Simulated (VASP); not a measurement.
# Si4Ge (Im-3m) in VASP: notebook

The runs below take Si4Ge through single point, relaxation of cell and atoms, with PBE.

Program: VASP 6.6.1. These are calculated values, not measurements. Logs are shortened: lines on timing, memory, paths and dates and some standing lists are left out, and cuts for length are marked.

**1. The cell of the first run**

The structure is cubic, space group Im-3m (No. 229). The conventional cell has a = 5.469 Å, b = 5.469 Å, c = 5.469 Å, α = 90.00°, β = 90.00°, γ = 90.00°. Within 3.1 Å of Si (site symmetry -3m) lie 2 Ge at 2.37 Å and 6 Si at 2.73 Å. Within 3.1 Å of Ge (site symmetry m-3m) lie 8 Si at 2.37 Å.

The cell was built from a structure type or drawn by symmetry, and may not be a known phase.

**2. Single point, PBE**

INCAR

```
ALGO = Normal ; EDIFF = 1E-6
ENCUT = 520 ; GGA = PE
ISIF = 2 ; ISMEAR = 0
LASPH = T ; LCHARG = F
LREAL = F ; LWAVE = F
NBANDS = 23 ; NELM = 60
PREC = Accurate ; SIGMA = 0.1
```

KPOINTS

```
k-points
0
Gamma
  4 4 4
```

POSCAR

```
Si4Ge
1.0
   -2.7345146700      2.7345146700      2.7345146700
    2.7345146700     -2.7345146700      2.7345146700
    2.7345146700      2.7345146700     -2.7345146700
Si Ge
4 1
Direct
    0.0000000000      0.0000000000      0.5000000000
    0.0000000000      0.5000000000      0.0000000000
    0.5000000000      0.0000000000      0.0000000000
    0.5000000000      0.5000000000      0.5000000000
    0.0000000000      0.0000000000      0.0000000000
```

Potentials or basis: VASP PAW PBE potentials, release 64 (Si, Ge_d).

On the command line:

```sh
> cat potpaw_PBE.64/Si/POTCAR potpaw_PBE.64/Ge_d/POTCAR > POTCAR
> mpirun -np 1 vasp_std > vasp.out
```

OUTCAR:

```text
EDIFF = 1E-6
   ENCUT = 520
   GGA = PE
   ISIF = 2
   ISMEAR = 0
   LASPH = T
   LREAL = F
   NELM = 60
   PREC = Accurate

 ion  position               nearest neighbor table
   1  0.000  0.000  0.500-   5 2.37   5 2.37   4 2.73   2 2.73   3 2.73   2 2.73   3 2.73   4 2.73

   2  0.000  0.500  0.000-   5 2.37   5 2.37   4 2.73   1 2.73   3 2.73   1 2.73   4 2.73   3 2.73

   3  0.500  0.000  0.000-   5 2.37   5 2.37   4 2.73   1 2.73   4 2.73   2 2.73   1 2.73   2 2.73

   4  0.500  0.500  0.500-   5 2.37   5 2.37   3 2.73   1 2.73   3 2.73   2 2.73   1 2.73   2 2.73

   5  0.000  0.000  0.000-   1 2.37   2 2.37   3 2.37   4 2.37   1 2.37   2 2.37   3 2.37   4 2.37

  LATTYP: Found a body centered cubic cell.
 ALAT       =     5.4690293400

  Lattice vectors:

 A1 = (  -2.7345146700,   2.7345146700,   2.7345146700)
 A2 = (   2.7345146700,  -2.7345146700,   2.7345146700)
 A3 = (   2.7345146700,   2.7345146700,  -2.7345146700)

Analysis of symmetry for initial positions (statically):
=====================================================================
 Subroutine PRICEL returns:
 Original cell was already a primitive cell.

 Routine SETGRP: Setting up the symmetry group for a
 body centered cubic supercell.

 Subroutine GETGRP returns: Found 48 space group operations
 (whereof 48 operations were pure point group operations)
 out of a pool of 48 trial point group operations.

The static configuration has the point symmetry O_h .

Analysis of symmetry for dynamics (positions and initial velocities):
=====================================================================
 Subroutine PRICEL returns:
 Original cell was already a primitive cell.

 Routine SETGRP: Setting up the symmetry group for a
 body centered cubic supercell.

 Subroutine GETGRP returns: Found 48 space group operations
 (whereof 48 operations were pure point group operations)
 out of a pool of 48 trial point group operations.

The dynamic configuration has the point symmetry O_h .

 Subroutine INISYM returns: Found 48 space group operations
 (whereof 48 operations are pure point group operations),
 and found     1 'primitive' translations

----------------------------------------------------------------------------------------

                                     Primitive cell

  volume of cell :      81.7901

  direct lattice vectors                    reciprocal lattice vectors
    -2.734514670  2.734514670  2.734514670     0.000000000  0.182847803  0.182847803
     2.734514670 -2.734514670  2.734514670     0.182847803  0.000000000  0.182847803
     2.734514670  2.734514670 -2.734514670     0.182847803  0.182847803  0.000000000

  length of vectors
     4.736318342  4.736318342  4.736318342     0.258585843  0.258585843  0.258585843

  position of ions in fractional coordinates (direct lattice)
     0.000000000  0.000000000  0.500000000
     0.000000000  0.500000000  0.000000000
     0.500000000  0.000000000  0.000000000
     0.500000000  0.500000000  0.500000000
     0.000000000  0.000000000  0.000000000

  ion indices of the primitive-cell ions
   primitive index   ion index
                 1           1
                 2           2
                 3           3
                 4           4
                 5           5

----------------------------------------------------------------------------------------

 KPOINTS: k-points

Automatic generation of k-mesh.
 Grid dimensions read from file:
 generate k-points for:    4    4    4

 Generating k-lattice:

  Cartesian coordinates                     Fractional coordinates (reciprocal lattice)
     0.000000000  0.045711951  0.045711951     0.250000000  0.000000000  0.000000000
     0.045711951  0.000000000  0.045711951     0.000000000  0.250000000  0.000000000
     0.045711951  0.045711951  0.000000000     0.000000000  0.000000000  0.250000000

  Length of vectors
     0.064646461  0.064646461  0.064646461

  Shift w.r.t. Gamma in fractional coordinates (k-lattice)
     0.000000000  0.000000000  0.000000000

 Subroutine IBZKPT returns following result:
 ===========================================

 Found      8 irreducible k-points:

 Following reciprocal coordinates:
            Coordinates               Weight
  0.000000  0.000000  0.000000      1.000000
  0.250000  0.000000  0.000000     12.000000
  0.500000  0.000000  0.000000      6.000000
  0.250000  0.250000  0.000000     24.000000
  0.250000  0.250000  0.250000      2.000000
 -0.250000  0.250000  0.250000      6.000000
  0.500000  0.500000  0.250000     12.000000
  0.500000  0.500000  0.500000      1.000000
   k-points           NKPTS =      8   k-points in BZ     NKDIM =      8   number of bands    NBANDS=     23
   number of dos      NEDOS =    301   number of ions     NIONS =      5
   total plane-waves  NPLWV =  46656
   dimension x,y,z NGX =    36 NGY =   36 NGZ =   36
   dimension x,y,z NGXF=    72 NGYF=   72 NGZF=   72
   ions per type =               4   1
[... 47 lines left out ...]
 maximum number of plane-waves:      2218
   NGX = 17   NGY = 17   NGZ = 17

 number of electron      30.0000006 magnetization

 Free energy of the ion-electron system (eV)
  ---------------------------------------------------
  ext. energy  EPLUGINS =         0.00000000
  ---------------------------------------------------
  free energy    TOTEN  =       -21.64342225 eV

  energy without entropy =      -21.63122999  energy(sigma->0) =      -21.63732612

 E-fermi :   8.5755     XC(G=0): -10.7546

 val. band max:        8.4803558910   @ k =   0.2500   0.2500   0.0000
 cond. band min:       8.6376097987   @ k =   0.2500   0.2500   0.2500
 fundamental gap:      0.1572539078
 Fermi energy:         8.5754733058

 k-point     1 :       0.0000    0.0000    0.0000
  band No.  band energies     occupation
      1     -16.9796      2.00000
      2     -16.9796      2.00000
      3     -16.9796      2.00000
      4     -16.9139      2.00000
      5     -16.9139      2.00000
      6      -6.2709      2.00000
[... 15 lines left out ...]
     22      14.1626      0.00000
     23      14.1626      0.00000

 k-point     2 :       0.2500    0.0000    0.0000
  band No.  band energies     occupation
      1     -16.9798      2.00000
      2     -16.9785      2.00000
      3     -16.9771      2.00000
      4     -16.9141      2.00000
      5     -16.9140      2.00000
      6      -5.7941      2.00000
[... 15 lines left out ...]
     22      14.4018      0.00000
     23      15.5107      0.00000

 k-point     3 :       0.5000    0.0000    0.0000
  band No.  band energies     occupation
      1     -16.9800      2.00000
      2     -16.9774      2.00000
      3     -16.9745      2.00000
      4     -16.9143      2.00000
      5     -16.9141      2.00000
      6      -4.9934      2.00000
[... 15 lines left out ...]
     22      14.6270      0.00000
     23      14.6671      0.00000

 k-point     4 :       0.2500    0.2500    0.0000
  band No.  band energies     occupation
      1     -16.9792      2.00000
      2     -16.9773      2.00000
      3     -16.9754      2.00000
      4     -16.9142      2.00000
      5     -16.9141      2.00000
      6      -5.0490      2.00000
[... 15 lines left out ...]
     22      13.8761      0.00000
     23      14.3658      0.00000

 k-point     5 :       0.2500    0.2500    0.2500
  band No.  band energies     occupation
      1     -16.9774      2.00000
      2     -16.9774      2.00000
      3     -16.9774      2.00000
      4     -16.9141      2.00000
      5     -16.9141      2.00000
      6      -4.7656      2.00000
[... 15 lines left out ...]
     22      15.1169      0.00000
     23      15.1169      0.00000

 k-point     6 :      -0.2500    0.2500    0.2500
  band No.  band energies     occupation
      1     -16.9773      2.00000
      2     -16.9773      2.00000
      3     -16.9772      2.00000
      4     -16.9144      2.00000
      5     -16.9142      2.00000
      6      -5.3317      2.00000
[... 15 lines left out ...]
     22      13.6247      0.00000
     23      14.8714      0.00000

 k-point     7 :       0.5000    0.5000    0.2500
  band No.  band energies     occupation
      1     -16.9773      2.00000
      2     -16.9760      2.00000
      3     -16.9746      2.00000
      4     -16.9145      2.00000
      5     -16.9145      2.00000
      6      -4.5669      2.00000
[... 15 lines left out ...]
     22      14.1055      0.00000
     23      15.4531      0.00000

 k-point     8 :       0.5000    0.5000    0.5000
  band No.  band energies     occupation
      1     -16.9747      2.00000
      2     -16.9747      2.00000
      3     -16.9747      2.00000
      4     -16.9148      2.00000
      5     -16.9148      2.00000
      6      -3.8855      2.00000
[... 15 lines left out ...]
     22      15.2048      0.00000
     23      16.4031      0.00000

------------------------ aborting loop because EDIFF is reached ----------------------------------------

  FORCE on cell =-STRESS in cart. coord.  units (eV):
  Direction    XX          YY          ZZ          XY          YZ          ZX
  --------------------------------------------------------------------------------------
  -------------------------------------------------------------------------------------
  Total        6.8753182      6.8753182      6.8753182      0.0000000     -0.0000000      0.0000000
  in kB      134.6798492    134.6798492    134.6798492      0.0000000     -0.0000000      0.0000000
  external PRESSURE =     134.6798492 kB  Pullay stress =       0.0000000 kB

 VOLUME and BASIS-vectors are now :
 -----------------------------------------------------------------------------
  energy-cutoff  :      520.00
  volume of cell :       81.79
      direct lattice vectors                 reciprocal lattice vectors
    -2.734514670  2.734514670  2.734514670     0.000000000  0.182847803  0.182847803
     2.734514670 -2.734514670  2.734514670     0.182847803  0.000000000  0.182847803
     2.734514670  2.734514670 -2.734514670     0.182847803  0.182847803  0.000000000

 POSITION                                       TOTAL-FORCE (eV/Angst)
 -----------------------------------------------------------------------------------
      1.36726      1.36726     -1.36726         0.000000      0.000000     -0.000000
      1.36726     -1.36726      1.36726        -0.000000      0.000000     -0.000000
     -1.36726      1.36726      1.36726         0.000000     -0.000000      0.000000
      1.36726      1.36726      1.36726        -0.000000      0.000000     -0.000000
      0.00000      0.00000      0.00000        -0.000000      0.000000      0.000000
 -----------------------------------------------------------------------------------
    total drift:                               -0.000000     -0.000000     -0.000000

  FREE ENERGIE OF THE ION-ELECTRON SYSTEM (eV)
  ---------------------------------------------------
  free  energy   TOTEN  =       -21.6434222529 eV

  energy  without entropy=      -21.6312299936  energy(sigma->0) =      -21.63732612
```

Wall time 22 s (1 thread of Intel Xeon 8259CL, shared host); peak memory 0.2 GiB.

Results:

```yaml
Free_energy: -21.6434 eV
Pressure: 13.5 GPa
Band_gap_on_the_k_mesh: zero (bands 15 and 16 overlap by 3.82 eV)
```

Levels at points of the mesh, in eV from the Fermi level:
| k point | band 13 | band 14 | band 15 | band 16 | band 17 | band 18 |
| --- | --- | --- | --- | --- | --- | --- |
| (0.00, 0.00, 0.00) | -5.26 | -3.12 | -3.12 | -3.12 | 1.00 | 1.00 |
| (0.50, 0.00, 0.00) | -1.59 | -1.21 | -0.53 | 0.33 | 1.45 | 1.53 |
| (0.50, 0.50, 0.50) | -1.29 | -1.29 | -0.47 | 1.15 | 1.15 | 1.15 |

Caveat: the k points lie up to 0.41 Å⁻¹ apart, too coarse for converged energies and pressures of a metal.

**3. Single point, PBE**

This run uses another cell than the first one, of 18.75 Å³/atom.

INCAR

```
PREC = Accurate
ENCUT = 520
EDIFF = 1E-7
ISMEAR = 0
SIGMA = 0.1
LREAL = False
LASPH = True
NELM = 60
ALGO = Normal
ISIF = 2
LWAVE = False
LCHARG = False
GGA = PE
NBANDS = 23
```

KPOINTS

```
regular mesh
0
Gamma
  4 4 4
```

Changes to POSCAR since step 2:

```diff
@@ -2,5 +2,5 @@
 1.0
-   -2.7345146700      2.7345146700      2.7345146700
-    2.7345146700     -2.7345146700      2.7345146700
-    2.7345146700      2.7345146700     -2.7345146700
+   -2.8619725289      2.8619725289      2.8619725289
+    2.8619725289     -2.8619725289      2.8619725289
+    2.8619725289      2.8619725289     -2.8619725289
 Si Ge
```

Potentials or basis: VASP PAW PBE potentials, release 64 (Si, Ge_d).

On the command line:

```sh
> cat potpaw_PBE.64/Si/POTCAR potpaw_PBE.64/Ge_d/POTCAR > POTCAR
> mpirun -np 1 vasp_std > vasp.out
```

Wall time 38 s (1 thread of Intel Xeon 8259CL, shared host); peak memory 0.23 GiB.

It converged, with:

```
Free energy            : -22.0837 eV
Pressure               : 0.1 GPa
Band gap on the k mesh : zero (bands 15 and 16 overlap by 2.77 eV)
```

Levels at points of the mesh, in eV from the Fermi level:
```csv
k point,band 11,band 12,band 13,band 14,band 15,band 16,band 17,band 18,band 19,band 20
"(0.00, 0.00, 0.00)",-5.49,-5.49,-5.16,-2.68,-2.68,-2.68,1.55,1.55,3.67,3.67
"(0.50, 0.00, 0.00)",-5.86,-1.93,-1.58,-0.92,-0.32,0.32,0.74,1.44,2.05,2.31
"(0.50, 0.50, 0.50)",-5.26,-1.54,-1.17,-1.17,-1.17,1.21,1.21,1.21,4.19,5.73
```

Caveat: the k points lie up to 0.39 Å⁻¹ apart, too coarse for converged energies and pressures of a metal.

**4. Relaxation of cell and atoms, PBE**

INCAR

```
SYSTEM = Si4Ge
  PREC = Accurate
  ENCUT = 600
  EDIFF = 1E-7
  ISMEAR = 0
  SIGMA = 0.1
  LREAL = .FALSE.
  LASPH = .TRUE.
  NELM = 100
  ALGO = Normal
  ISIF = 3
  LWAVE = .FALSE.
  LCHARG = .FALSE.
  GGA = PE
  IBRION = 2
  NSW = 90
  EDIFFG = -0.04
```

KPOINTS

```
regular mesh
0
G
  4 4 4
  0 0 0
```

Changes to POSCAR since step 3:

```diff
@@ -2,5 +2,5 @@
 1.0
-   -2.8619725289      2.8619725289      2.8619725289
-    2.8619725289     -2.8619725289      2.8619725289
-    2.8619725289      2.8619725289     -2.8619725289
+   -2.7345146700      2.7345146700      2.7345146700
+    2.7345146700     -2.7345146700      2.7345146700
+    2.7345146700      2.7345146700     -2.7345146700
 Si Ge
```

On the command line:

```sh
> cat potpaw_PBE.64/Si/POTCAR potpaw_PBE.64/Ge_d/POTCAR > POTCAR
> mpirun -np 1 vasp_std > vasp.out
```

Wall time 1.8 min (1 thread of Intel Xeon 8259CL, shared host); peak memory 0.24 GiB.

Results (log left out):

```
Free energy                           : -22.0832 eV
Relaxed volume                        : 18.84 Å³/atom
Relaxed cell                          : a = 4.965 Å, b = 4.965 Å, c = 4.965 Å, α = 109.47°, β = 109.47°, γ = 109.47°
Space group after relaxing (to 0.1 Å) : Im-3m (No. 229)
Energy gained by relaxing             : 87.9 meV/atom
Ionic steps                           : 3
Pressure after relaxing               : -0.1 GPa
Band gap on the k mesh                : zero (bands 15 and 16 overlap by 2.74 eV)
```

The path:
| step | energy change (eV) | largest force (eV/Å) | pressure (GPa) | volume (Å³) |
| --- | --- | --- | --- | --- |
| 1 | 0.0000 | 0.0000 | 13.44 | 81.79 |
| 2 | -0.4009 | 0.0000 | -2.24 | 99.13 |
| 3 | -0.4396 | 0.0000 | -0.11 | 94.20 |

Final structure:
```
Si Ge
1.0
    -2.86640    2.86640    2.86640
     2.86640   -2.86640    2.86640
     2.86640    2.86640   -2.86640
Si Ge
4 1
Direct
  0.00000 0.00000 0.50000
  0.00000 0.50000 0.00000
  0.50000 0.00000 0.00000
  0.50000 0.50000 0.50000
  0.00000 0.00000 0.00000
```

Levels at points of the mesh, in eV from the Fermi level:
```tsv
k point	band 13	band 14	band 15	band 16	band 17	band 18
(0.00, 0.00, 0.00)	-5.16	-2.66	-2.66	-2.66	1.57	1.57
(0.50, 0.00, 0.00)	-1.57	-0.91	-0.31	0.33	0.73	1.44
(0.50, 0.50, 0.50)	-1.16	-1.16	-1.16	1.22	1.22	1.22
```

Caveat: the k points lie up to 0.39 Å⁻¹ apart in the final cell, too coarse for converged energies and pressures of a metal; the volume moved by over 15 % at a fixed basis, so the end points are rough.

**5. Single point, PBE**

This run uses another cell than the first one, of 19.10 Å³/atom.

INCAR

```
SYSTEM = Si4Ge
PREC     = Accurate       ! precision mode
ENCUT    = 520            ! plane-wave cutoff, eV
EDIFF    = 1E-7           ! SCF threshold, eV
ISMEAR   = 0              ! smearing method
SIGMA    = 0.1            ! smearing width, eV
LREAL    = .False.        ! projectors in reciprocal space
LASPH    = .True.         ! aspherical terms in the spheres
NELM     = 100            ! most SCF steps
ALGO     = Normal         ! electronic algorithm
ISIF     = 2              ! what is computed and relaxed
LWAVE    = .False.        ! write WAVECAR
LCHARG   = .True.         ! write CHGCAR
GGA      = PE             ! functional
LELF     = .True.         ! ELF
LVHAR    = .True.       
NBANDS   = 23             ! bands
```

KPOINTS

```
Automatic mesh
0
Gamma
  10 10 10
  0 0 0
```

Changes to POSCAR since step 4:

```diff
@@ -2,5 +2,5 @@
 1.0
-   -2.7345146700      2.7345146700      2.7345146700
-    2.7345146700     -2.7345146700      2.7345146700
-    2.7345146700      2.7345146700     -2.7345146700
+   -2.8796726867      2.8796726867      2.8796726867
+    2.8796726867     -2.8796726867      2.8796726867
+    2.8796726867      2.8796726867     -2.8796726867
 Si Ge
```

On the command line:

```sh
> cat potpaw_PBE.64/Si/POTCAR potpaw_PBE.64/Ge_d/POTCAR > POTCAR
> mpirun -np 1 vasp_std > vasp.out
```

Run time: 3.3 min. Hardware: 1 thread of Intel Xeon 8259CL, shared host; peak memory 0.28 GiB.

The run converged, but its numbers aren't listed here, since they failed a check.

**6. Relaxation of cell and atoms, PBE**

This run uses another cell than the first one, of 18.75 Å³/atom.

INCAR

```
PREC = Accurate ; ENCUT = 600
EDIFF = 1E-6 ; ISMEAR = 0
SIGMA = 0.1 ; LREAL = False
LASPH = True ; NELM = 80
ALGO = Normal ; ISIF = 3
LWAVE = False ; LCHARG = False
GGA = PE ; IBRION = 2
NSW = 100 ; EDIFFG = -0.01
```

KPOINTS

```
Automatic mesh
0
Gamma
  10 10 10
```

Changes to POSCAR since step 5:

```diff
@@ -2,5 +2,5 @@
 1.0
-   -2.8796726867      2.8796726867      2.8796726867
-    2.8796726867     -2.8796726867      2.8796726867
-    2.8796726867      2.8796726867     -2.8796726867
+   -2.8619725289      2.8619725289      2.8619725289
+    2.8619725289     -2.8619725289      2.8619725289
+    2.8619725289      2.8619725289     -2.8619725289
 Si Ge
```

Potentials or basis: VASP PAW PBE potentials, release 64 (Si, Ge_d).

On the command line:

```sh
> cat potpaw_PBE.64/Si/POTCAR potpaw_PBE.64/Ge_d/POTCAR > POTCAR
> mpirun -np 1 vasp_std > vasp.out
```

Run time: 5.9 min. Hardware: 1 thread of Intel Xeon 8259CL, shared host; peak memory 0.31 GiB.

The run converged, but its numbers aren't listed here, since they failed a check.

**7. The runs side by side**

```csv
task,cell,cutoff (eV),gap on the mesh (eV),pressure (GPa)
single point,"a = 4.736 Å, angles 109.5°, 5 atoms",520,none,13.5
single point,"a = 4.957 Å, angles 109.5°, 5 atoms",520,none,0.1
relaxation of cell and atoms,"relaxed from a = 4.736 Å, angles 109.5°, 5 atoms",600,none,-0.1
```

Alike in all rows: level PBE; potentials or basis VASP PAW PBE potentials, release 64 (Si, Ge_d); no spin polarisation; k mesh 4 × 4 × 4; smearing gaussian 0.1 eV.

Caveats: all runs use coarse meshes; the volume moved by over 15 % at a fixed basis, so the end points are rough (at least some runs).

Total energies depend on the potentials used, so only differences within one code and one set of settings carry meaning.
